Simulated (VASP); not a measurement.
Wanted: the native input for a VASP 6.6.1 run.

```
Task                    : density of states
Functional              : PBE
Potentials or basis     : VASP PAW PBE potentials, release 64 (Cd, O)
Cutoff                  : 520 eV
k mesh                  : 8 × 8 × 8
Occupations             : methfessel-paxton, width 0.0164 eV
Spin                    : no spin polarisation
Dipole correction       : no
k mesh for the DOS      : 12 × 12 × 12
Occupations for the DOS : tetrahedron
Further INCAR settings  : ALGO = Normal; EDIFF = 1e-06; NBANDS = 22
```

Crystal: Cd2O.

```xyz
3
Lattice="0.0000 2.7581 2.7581 2.7581 0.0000 2.7581 2.7581 2.7581 0.0000" Properties=species:S:1:pos:R:3 pbc="T T T"
Cd    1.3790    1.3790    1.3790
Cd    4.1371    4.1371    4.1371
O     2.7581    2.7581    2.7581
```

The input as run:

POSCAR

```
Cd2O
1.0
    0.0000000000      2.7580520000      2.7580520000
    2.7580520000      0.0000000000      2.7580520000
    2.7580520000      2.7580520000      0.0000000000
Cd O
2 1
Direct
    0.2500000000      0.2500000000      0.2500000000
    0.7500000000      0.7500000000      0.7500000000
    0.5000000000      0.5000000000      0.5000000000
```

INCAR.step1

```
SYSTEM = Cd2O
ALGO = Normal
EDIFF = 1E-6
ENCUT = 520
GGA = PE
GGA_COMPAT = .FALSE.
ISIF = 2
ISMEAR = 1
LASPH = .TRUE.
LCHARG = .TRUE.
LORBIT = 11
LREAL = .FALSE.
LWAVE = .FALSE.
NBANDS = 22
NEDOS = 2001
NELM = 120
PREC = Accurate
SIGMA = 0.0164
```

KPOINTS.step1

```
k-points
0
G
  8 8 8
  0 0 0
```

INCAR.step2

```
SYSTEM = Cd2O
ALGO = Normal
EDIFF = 1E-6
ENCUT = 520
GGA = PE
GGA_COMPAT = .FALSE.
ICHARG = 11
ISIF = 2
ISMEAR = -5
LASPH = .TRUE.
LCHARG = .FALSE.
LORBIT = 11
LREAL = .FALSE.
LWAVE = .FALSE.
NBANDS = 22
NEDOS = 1001
NELM = 120
PREC = Accurate
SIGMA = 0.0164
```

KPOINTS.step2

```
k-points
0
G
  12 12 12
  0 0 0
```

Potentials or basis: VASP PAW PBE potentials, release 64 (Cd, O).

Run with:

```sh
$ cat potpaw_PBE.64/Cd/POTCAR potpaw_PBE.64/O/POTCAR > POTCAR
$ cp INCAR.step1 INCAR
$ cp KPOINTS.step1 KPOINTS
$ mpirun -np 1 vasp_std > vasp.out
$ cp INCAR.step2 INCAR
$ cp KPOINTS.step2 KPOINTS
$ mpirun -np 1 vasp_std > vasp.out
```

Results of the run:

```yaml
Valence_electrons_inside_the_program's_atomic_spheres: Cd 10.42; O 4.92
```

It took 110 s on 1 thread of Intel Xeon 8259CL (shared host), peak memory 0.2 GiB.
